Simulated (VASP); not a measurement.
# InSb (Pmmn) in VASP: single point with PBE

Aim: the single point of InSb with PBE.

Program: VASP 6.6.1. These are calculated values, not measurements. Logs are shortened: lines on timing, memory, paths and dates and some standing lists are left out, and cuts for length are marked.

## (1) The cell of the first run

Symmetry: Pmmn, No. 59, orthorhombic system. Conventional cell: a = 6.052 Å, b = 6.173 Å, c = 3.074 Å, α = 90.00°, β = 90.00°, γ = 90.00°. Within 4.0 Å of In (site symmetry mm2) lie 2 In at 3.07 Å and 8 Sb at 3.11 to 3.93 Å. Sb (site symmetry mm2) has 2 Sb at 3.07 Å and 8 In at 3.11 to 3.93 Å within 4.0 Å.

## (2) Single point, PBE

INCAR reads:

```
  ALGO = Normal
  EDIFF = 1E-6
  ENCUT = 520
  GGA = PE
  ISIF = 2
  ISMEAR = 0
  LASPH = True
  LCHARG = False
  LREAL = False
  LWAVE = False
  NBANDS = 26
  NELM = 80
  PREC = Accurate
  SIGMA = 0.1
```

KPOINTS reads:

```
k-points
0
Gamma
  4 4 6
```

POSCAR reads:

```
InSb
1.0
    6.0518997492      0.0000000000      0.0000000000
    0.0000000000      6.1732660029      0.0000000000
    0.0000000000      0.0000000000      3.0735346288
In Sb
2 2
Direct
    0.0000000000      0.0000000000      0.0158035142
    0.5000000000      0.5000000000     -0.0158035142
    0.5000000000      0.0000000000      0.7781946943
    0.0000000000      0.5000000000      0.2218053057
```

Potentials or basis: VASP PAW PBE potentials, release 64 (In_d, Sb).

On the command line:

```bash
cat potpaw_PBE.64/In_d/POTCAR potpaw_PBE.64/Sb/POTCAR > POTCAR
mpirun -np 1 vasp_std > vasp.out
```

OUTCAR:

```text
EDIFF = 1E-6
   ENCUT = 520
   GGA = PE
   ISIF = 2
   ISMEAR = 0
   LASPH = True
   LREAL = False
   NELM = 80
   PREC = Accurate

 ion  position               nearest neighbor table
   1  0.000  0.000  0.016-   3 3.11   3 3.11   4 3.15   4 3.15   3 3.83   3 3.83
   2  0.500  0.500  0.984-   4 3.11   4 3.11   3 3.15   3 3.15   4 3.83   4 3.83
   3  0.500  0.000  0.778-   1 3.11   1 3.11   2 3.15   2 3.15   1 3.83   1 3.83
   4  0.000  0.500  0.222-   2 3.11   2 3.11   1 3.15   1 3.15   2 3.83   2 3.83

  LATTYP: Found a simple orthorhombic cell.
 ALAT       =     3.0735346288
 B/A-ratio  =     1.9690358106
 C/A-ratio  =     2.0085233285

  Lattice vectors:

 A1 = (   0.0000000000,   0.0000000000,   3.0735346288)
 A2 = (   6.0518997492,   0.0000000000,   0.0000000000)
 A3 = (   0.0000000000,   6.1732660029,   0.0000000000)

Analysis of symmetry for initial positions (statically):
=====================================================================
 Subroutine PRICEL returns:
 Original cell was already a primitive cell.

 Routine SETGRP: Setting up the symmetry group for a
 simple orthorhombic supercell.

 Subroutine GETGRP returns: Found  8 space group operations
 (whereof  4 operations were pure point group operations)
 out of a pool of  8 trial point group operations.

The static configuration has the point symmetry C_2v.
 The point group associated with its full space group is D_2h.

Analysis of symmetry for dynamics (positions and initial velocities):
=====================================================================
 Subroutine PRICEL returns:
 Original cell was already a primitive cell.

 Routine SETGRP: Setting up the symmetry group for a
 simple orthorhombic supercell.

 Subroutine GETGRP returns: Found  8 space group operations
 (whereof  4 operations were pure point group operations)
 out of a pool of  8 trial point group operations.

The dynamic configuration has the point symmetry C_2v.
 The point group associated with its full space group is D_2h.

 Subroutine INISYM returns: Found  8 space group operations
 (whereof  4 operations are pure point group operations),
 and found     1 'primitive' translations

----------------------------------------------------------------------------------------

[... 94 lines left out ...]
   ENCUT  =  520.0 eV  38.22 Ry    6.18 a.u.  11.25 11.48  5.71*2*pi/ulx,y,z
   NELM   =     80;   NELMIN=  2; NELMDL= -5     # of ELM steps
   EDIFF  = 0.1E-05   stopping-criterion for ELM
   LREAL  =      F    real-space projection
   EDIFFG = 0.1E-04   stopping-criterion for IOM
   NSW    =      0    number of steps for IOM
   IBRION =     -1    ionic relax: 0-MD 1-quasi-New 2-CG
   NFREE  =      0    steps in history (QN), initial steepest desc. (CG)
   ISIF   =      2    stress and relaxation
   ISYM   =      2    0-nonsym 1-usesym 2-fastsym
   POTIM  = 0.5000    time-step for ionic-motion
   TEBEG  =    0.0;   TEEND  =   0.0 temperature during run
   PSTRESS=    0.0 pullay stress
   NELECT =      36.0000    total number of electrons
   NUPDOWN=      -1.0000    fix difference up-down
   EMIN   =  10.00;   EMAX   =-10.00  energy-range for DOS
   EFERMI =   0.00;   METHOD = LEGACY
   ISMEAR =     0;   SIGMA  =   0.10  broadening in eV -4-tet -1-fermi 0-gaus
   EFERMI_NEDOS =   21; number of points for ismear=-14 and -15
   IALGO  =     38    algorithm
   IMIX   =      4    mixing-type and parameters
     AMIX     =   0.40;   BMIX     =  1.00
     AMIX_MAG =   1.60;   BMIX_MAG =  1.00
  volume/ion in A,a.u.               =      28.71       193.72
  Fermi-wavevector in a.u.,A,eV,Ry     =   1.112143  2.101646 16.828537  1.236863
  Thomas-Fermi vector in A             =   2.248714
   LORBIT       =      0    0 simple, 1 ext, 2 COOP (PROOUT), +10 PAW based schemes
   GGA     = PE    functional components
   LHFCALC =     F    Hartree Fock is set to
   AEXX    =    0.0000 exact exchange contribution
   IVDW    =     0    specifies the selected vdW correction
   LEPSILON=     F    determine dielectric tensor
   LRPA    =     F    only Hartree local field effects (RPA)
 non-spin polarized calculation
 Gauss-broadening in eV      SIGMA  =   0.10
  energy-cutoff  :      520.00
  volume of cell :      114.83
 maximum number of plane-waves:      3113
 NGX is ok and might be reduce to    48
   NGX = 23   NGY = 23   NGZ = 11

 number of electron      35.9999995 magnetization

 Free energy of the ion-electron system (eV)
  ---------------------------------------------------
  ext. energy  EPLUGINS =         0.00000000
  ---------------------------------------------------
  free energy    TOTEN  =       -13.52192856 eV

  energy without entropy =      -13.51699627  energy(sigma->0) =      -13.51946241

 E-fermi :   6.8591     XC(G=0):  -9.7909

 val. band max:        6.8012860205   @ k =   0.2500   0.5000   0.0000
 cond. band min:       6.8961227528   @ k =   0.0000   0.5000   0.1667
 fundamental gap:      0.0948367323
 Fermi energy:         6.8591454755

 k-point     1 :       0.0000    0.0000    0.0000
  band No.  band energies     occupation
      1      -7.9497      2.00000
      2      -7.9267      2.00000
      3      -7.7235      2.00000
      4      -7.6151      2.00000
      5      -7.6104      2.00000
      6      -7.5565      2.00000
[... 685 lines left out ...]
     25      11.7945      0.00000
     26      11.7945      0.00000

 [... further k-points ...]

------------------------ aborting loop because EDIFF is reached ----------------------------------------

  FORCE on cell =-STRESS in cart. coord.  units (eV):
  Direction    XX          YY          ZZ          XY          YZ          ZX
  --------------------------------------------------------------------------------------
  -------------------------------------------------------------------------------------
  Total        0.0940526     -0.1152918     -0.0133103      0.0000000      0.0000000      0.0000000
  in kB        1.3123105     -1.6086592     -0.1857179      0.0000000      0.0000000      0.0000000
  external PRESSURE =      -0.1606889 kB  Pullay stress =       0.0000000 kB

 VOLUME and BASIS-vectors are now :
 -----------------------------------------------------------------------------
  energy-cutoff  :      520.00
  volume of cell :      114.83
      direct lattice vectors                 reciprocal lattice vectors
     6.051899749  0.000000000  0.000000000     0.165237370  0.000000000  0.000000000
     0.000000000  6.173266003  0.000000000     0.000000000  0.161988808  0.000000000
     0.000000000  0.000000000  3.073534629     0.000000000  0.000000000  0.325358299

 POSITION                                       TOTAL-FORCE (eV/Angst)
 -----------------------------------------------------------------------------------
      0.00000      0.00000      0.04857         0.000000      0.000000     -0.003426
      3.02595      3.08663      3.02496         0.000000      0.000000      0.003426
      3.02595      0.00000      2.39181         0.000000      0.000000     -0.002727
      0.00000      3.08663      0.68173         0.000000      0.000000      0.002727
 -----------------------------------------------------------------------------------
    total drift:                                0.000000     -0.000000     -0.000000

  FREE ENERGIE OF THE ION-ELECTRON SYSTEM (eV)
  ---------------------------------------------------
  free  energy   TOTEN  =       -13.5219285619 eV

  energy  without entropy=      -13.5169962662  energy(sigma->0) =      -13.51946241
```

It took 67 s on 1 thread of Intel Xeon 6975P-C, shared host; peak memory 0.29 GiB.

Results:

* Free energy: -13.5219 eV
* Pressure: 0.0 GPa
* Largest force: 0.003 eV/Å
* Band gap on the k mesh: zero (band 18 reaches 8.25 eV, above the bottom of band 19 at 5.70 eV)

Forces on the atoms (eV/Å):
```
In   0.000  0.000 -0.003
In   0.000  0.000  0.003
Sb   0.000  0.000 -0.003
Sb   0.000  0.000  0.003
```

Stress tensor (GPa, compression positive):
```
 0.13  0.00  0.00
 0.00 -0.16  0.00
 0.00  0.00 -0.02
```

Levels at points of the mesh, in eV from the Fermi level:
| k point | band 14 | band 15 | band 16 | band 17 | band 18 | band 19 | band 20 | band 21 | band 22 | band 23 |
| --- | --- | --- | --- | --- | --- | --- | --- | --- | --- | --- |
| (0.00, 0.00, 0.00) | -4.49 | -4.48 | -3.96 | -2.30 | -2.11 | 3.12 | 5.02 | 5.42 | 5.69 | 5.97 |
| (0.50, 0.00, 0.00) | -6.12 | -3.55 | -3.55 | -0.06 | -0.06 | 2.60 | 2.60 | 5.33 | 5.33 | 5.59 |
| (0.00, 0.50, 0.00) | -5.94 | -3.61 | -3.61 | -0.35 | -0.35 | 2.51 | 2.51 | 5.34 | 5.34 | 5.72 |
| (0.50, 0.50, 0.00) | -7.28 | -0.72 | -0.72 | 1.12 | 1.12 | 1.19 | 1.19 | 1.54 | 1.54 | 5.32 |
| (0.00, 0.00, 0.50) | -4.14 | -1.87 | -1.55 | -1.52 | -0.77 | -0.35 | -0.32 | 0.12 | 0.49 | 3.00 |
| (0.50, 0.00, 0.50) | -4.49 | -2.34 | -2.34 | -1.13 | -1.13 | -0.91 | -0.91 | 2.92 | 2.92 | 3.03 |
| (0.00, 0.50, 0.50) | -4.54 | -2.15 | -2.15 | -0.97 | -0.97 | -0.89 | -0.89 | 2.69 | 2.69 | 2.90 |
| (0.50, 0.50, 0.50) | -4.01 | -3.73 | -3.73 | -2.33 | -2.33 | 2.52 | 2.52 | 3.28 | 3.28 | 4.22 |

Caveat: spin-orbit coupling is left out, which moves the levels of the heavy elements.
